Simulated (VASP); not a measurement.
# HfB (P-6m2) in VASP: further runs, part 2 of 2

VASP 6.6.1. Earlier steps stand in the parts before.

## Step 5: Single point, PBE

This run uses another cell than the first one, of 15.07 Å³/atom, 1.361 times its volume.

INCAR

```
PREC = Accurate
ENCUT = 520
EDIFF = 1E-6
ISMEAR = 0
SIGMA = 0.1
LREAL = F
LASPH = T
NELM = 100
ALGO = Normal
ISIF = 2
LWAVE = F
LCHARG = T
GGA = PE
LELF = T
LVHAR = T
NBANDS = 14
```

KPOINTS

```
regular mesh
0
Gamma
  18 18 20
```

POSCAR

```
HfB
1.0
    3.4551240690      0.0000000000      0.0000000000
   -1.7275620345      2.9922252170      0.0000000000
    0.0000000000      0.0000000000      2.9157661970
Hf B
1 1
Direct
    0.0000000000      0.0000000000      0.0000000000
    0.6666666667      0.3333333333      0.5000000000
```

Command:

```
$ cat potpaw_PBE.64/Hf_pv/POTCAR potpaw_PBE.64/B/POTCAR > POTCAR
$ mpirun -np 1 vasp_std > vasp.out
```

Wall time 62 s (1 thread of Intel Xeon 6975P-C (Granite Rapids), shared host); peak memory 0.29 GiB.

Results (log left out):

```
Free energy : -16.2718 eV
Pressure    : -0.3 GPa
```

Stress tensor (GPa, compression positive):
```
-0.14  0.00  0.00
 0.00 -0.14  0.00
 0.00  0.00 -0.65
```

Levels at points of the mesh, in eV from the Fermi level:
```csv
k point,band 5,band 6,band 7,band 8,band 9,band 10
"(0.00, 0.00, 0.00)",-0.83,-0.83,-0.71,4.10,5.93,5.93
"(0.50, 0.00, 0.00)",-3.92,-0.57,1.29,1.53,5.11,5.42
"(0.00, 0.00, 0.50)",-4.89,0.26,0.26,2.23,2.23,5.69
"(0.50, 0.00, 0.50)",-2.90,-1.39,-0.76,1.96,5.65,6.75
```

Caveat: spin-orbit coupling is left out, which moves the levels of the heavy elements.

## Step 6: Relaxation of cell and atoms, PBE

This run uses another cell than the first one, of 15.10 Å³/atom, 1.364 times its volume.

INCAR

```
SYSTEM = HfB
ALGO = Normal
EDIFF = 1E-7
EDIFFG = -0.01
ENCUT = 600
GGA = PE
IBRION = 2
ISIF = 3
ISMEAR = 0
LASPH = .TRUE.
LCHARG = .FALSE.
LREAL = .FALSE.
LWAVE = .FALSE.
NELM = 100
NSW = 100
PREC = Accurate
SIGMA = 0.1
```

KPOINTS

```
k-points
0
G
  18 18 20
  0 0 0
```

POSCAR

```
HfB
1.0
    3.4722282785      0.0000000000      0.0000000000
   -1.7361141392      3.0070378969      0.0000000000
    0.0000000000      0.0000000000      2.8925783022
Hf B
1 1
Direct
    0.0000000000      0.0000000000      0.0000000000
    0.6666666667      0.3333333333      0.5000000000
```

Potentials or basis: VASP PAW PBE potentials, release 64 (Hf_pv, B).

Command:

```
$ cat potpaw_PBE.64/Hf_pv/POTCAR potpaw_PBE.64/B/POTCAR > POTCAR
$ mpirun -np 1 vasp_std > vasp.out
```

OUTCAR:

```text
SYSTEM = HfB
   EDIFF = 1E-7
   EDIFFG = -0.01
   ENCUT = 600
   GGA = PE
   IBRION = 2
   ISIF = 3
   ISMEAR = 0
   LASPH = .TRUE.
   LREAL = .FALSE.
   NELM = 100
   NSW = 100
   PREC = Accurate

 ion  position               nearest neighbor table
   1  0.000  0.000  0.000-   2 2.47   2 2.47   2 2.47   2 2.47   2 2.47   2 2.47
   2  0.667  0.333  0.500-   1 2.47   1 2.47   1 2.47   1 2.47   1 2.47   1 2.47

  LATTYP: Found a hexagonal cell.
 ALAT       =     3.4722282785
 C/A-ratio  =     0.8330610980

  Lattice vectors:

 A1 = (   3.4722282785,   0.0000000000,   0.0000000000)
 A2 = (  -1.7361141392,   3.0070378969,   0.0000000000)
 A3 = (   0.0000000000,   0.0000000000,   2.8925783022)

Analysis of symmetry for initial positions (statically):
=====================================================================
 Subroutine PRICEL returns:
 Original cell was already a primitive cell.

[... 329 lines left out ...]
 fundamental gap:      0.0059017866
 Fermi energy:         4.3201249928

 k-point     1 :       0.0000    0.0000    0.0000
  band No.  band energies     occupation
      1     -25.4445      2.00000
      2     -25.4445      2.00000
      3     -24.9180      2.00000
      4      -4.9893      2.00000
      5       3.4685      2.00000
      6       3.4685      2.00000
      7       3.6012      2.00000
      8       8.4889      0.00000
      9      10.2915      0.00000
     10      10.2915      0.00000
[... 287 lines left out ...]
 k-point    24 :       0.3889    0.1111    0.0000
  band No.  band energies     occupation
      1     -25.7303      2.00000
      2     -25.5377      2.00000
      3     -24.8859      2.00000
      4      -2.2289      2.00000
      5       0.5594      2.00000
      6       3.4457      2.00000
      7       5.7374      0.00000
      8       5.9754      0.00000
      9       8.8802      0.00000
     10       9.5120      0.00000

 [... further k-points ...]
[... 5 lines left out ...]
  --------------------------------------------------------------------------------------
  -------------------------------------------------------------------------------------
  Total        0.0066362      0.0066362      0.0025721      0.0000000      0.0000000      0.0000000
  in kB        0.3534340      0.3534340      0.1369861      0.0000000      0.0000000      0.0000000
  external PRESSURE =       0.2812847 kB  Pullay stress =       0.0000000 kB
[... 17 lines left out ...]
  FREE ENERGIE OF THE ION-ELECTRON SYSTEM (eV)
  ---------------------------------------------------
  free  energy   TOTEN  =       -16.2728745532 eV

  energy  without entropy=      -16.2613354159  energy(sigma->0) =      -16.26710498

 reached required accuracy - stopping structural energy minimisation
```

CONTCAR:

```text
HfB
   1.00000000000000
     3.4576178226354144   -0.0000000000002427   -0.0000000000000000
    -1.7288089112681280    2.9943848709607681   -0.0000000000000000
     0.0000000000000000   -0.0000000000000000    2.9056027711366856
  Hf              B
     1     1
Direct
     0.0000000000000000    0.0000000000000000    0.0000000000000000
     0.6666666667000030    0.3333333332999970    0.5000000000000000

  0.00000000E+00  0.00000000E+00  0.00000000E+00
  0.00000000E+00  0.00000000E+00  0.00000000E+00
```

Wall time 2.4 min (1 thread of Intel Xeon 6975P-C (Granite Rapids), shared host); peak memory 0.32 GiB.

What came out:

* Free energy: -16.2729 eV
* Relaxed volume: 15.04 Å³/atom
* Relaxed cell: a = 3.458 Å, b = 3.458 Å, c = 2.906 Å, α = 90.00°, β = 90.00°, γ = 120.00°
* Space group after relaxing (to 0.05 Å): P-6m2 (No. 187)
* Energy gained by relaxing: 0.3 meV/atom
* Ionic steps: 5
* Pressure after relaxing: 0.0 GPa

The path:
```csv
step,energy change (eV),largest force (eV/Å),pressure (GPa),volume (Å³)
1,0.0000,0.0000,-0.42,30.20
2,-0.0003,0.0000,0.35,30.03
3,-0.0003,0.0000,0.21,30.06
4,-0.0005,0.0000,0.10,30.07
5,-0.0005,0.0000,0.03,30.08
```

Final structure:
```yaml
crystal:
  lattice:
    - [3.45762, 0.00000, 0.00000]
    - [-1.72881, 2.99438, 0.00000]
    - [0.00000, 0.00000, 2.90560]
  atoms:
    - { symbol: Hf, position: [0.00000, 0.00000, 0.00000] }
    - { symbol: B, position: [0.66667, 0.33333, 0.50000] }
```

Caveat: spin-orbit coupling is left out, which moves the levels of the heavy elements.

## Step 7: Overview

| task | cell | k mesh | cutoff (eV) | gap on the mesh (eV) | pressure (GPa) | relaxed volume (Å³/atom) |
| --- | --- | --- | --- | --- | --- | --- |
| single point | a = 2.973, b = 2.973, c = 2.894 Å, angles 90.0, 90.0, 120.0°, 2 atoms | 6 × 6 × 6 | 520 | none | 74.0 | - |
| single point | a = 3.472, b = 3.472, c = 2.893 Å, angles 90.0, 90.0, 120.0°, 2 atoms | 6 × 6 × 6 | 520 | none | -0.1 | - |
| relaxation of cell and atoms | relaxed from a = 2.973, b = 2.973, c = 2.894 Å, angles 90.0, 90.0, 120.0°, 2 atoms | 6 × 6 × 6 | 600 | none | 0.2 | 15.09 |
| single point | a = 3.455, b = 3.455, c = 2.916 Å, angles 90.0, 90.0, 120.0°, 2 atoms | 18 × 18 × 20 | 520 | none | -0.3 | - |
| relaxation of cell and atoms | relaxed from a = 3.472, b = 3.472, c = 2.893 Å, angles 90.0, 90.0, 120.0°, 2 atoms | 18 × 18 × 20 | 600 | none | 0.0 | 15.04 |

Alike in all rows: level PBE; potentials or basis VASP PAW PBE potentials, release 64 (Hf_pv, B); no spin polarisation; smearing gaussian 0.1 eV.

Caveats: some runs use coarse meshes; spin-orbit coupling is left out, which moves the levels of the heavy elements; the volume moved by over 15 % at a fixed basis, so the end points are rough (some runs).

Total energies depend on the potentials used, so only differences within one code and one set of settings carry meaning.
